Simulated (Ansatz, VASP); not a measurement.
# One calculation of SrTe, two programs

```
CELL_PARAMETERS angstrom
0.02515 3.35276 3.35276
3.35276 0.02515 3.35276
3.37790 3.37790 0.00000
ATOMIC_POSITIONS crystal
Sr 0.00000 0.00000 0.00000
Te 0.50000 0.50000 0.50000
```

Change from the starting cell: shear_xy strain +1.5%.

Alike in both runs: task single point; functional HSE06; k mesh 4 × 4 × 4; no spin polarisation.

|  | VASP | Ansatz |
| --- | --- | --- |
| version | VASP 6.6.1 | Ansatz 0.2.0 |
| potentials or method | VASP PAW PBE potentials, release 64 (Sr_sv, Te) | plane waves, PAW |
| plane-wave cutoff (eV) | 400 | 420 |
| occupations | gaussian, width 0.01 eV | fixed |
| valence electrons in the cell | 16 | 26 |

VASP gave:

| Property | Result |
| --- | --- |
| gap on the k mesh at the Fermi level (eV) | 2.45 |
| pressure (GPa) | -0.2 |
| traceless stress, the component that is largest in VASP (GPa) | -0.24 |

Estimate Ansatz's values.

gap on the k mesh at the Fermi level (eV): 2.45; pressure (GPa): -0.1; traceless stress, the component that is largest in VASP (GPa): -0.24.

VASP's potentials hold 16 valence electrons a cell and Ansatz's 26, so a difference there can come from the potentials and not from the codes. Ansatz's warnings: stress exchange threshold loose, stress scf threshold loose.

Spin-orbit coupling is off throughout.
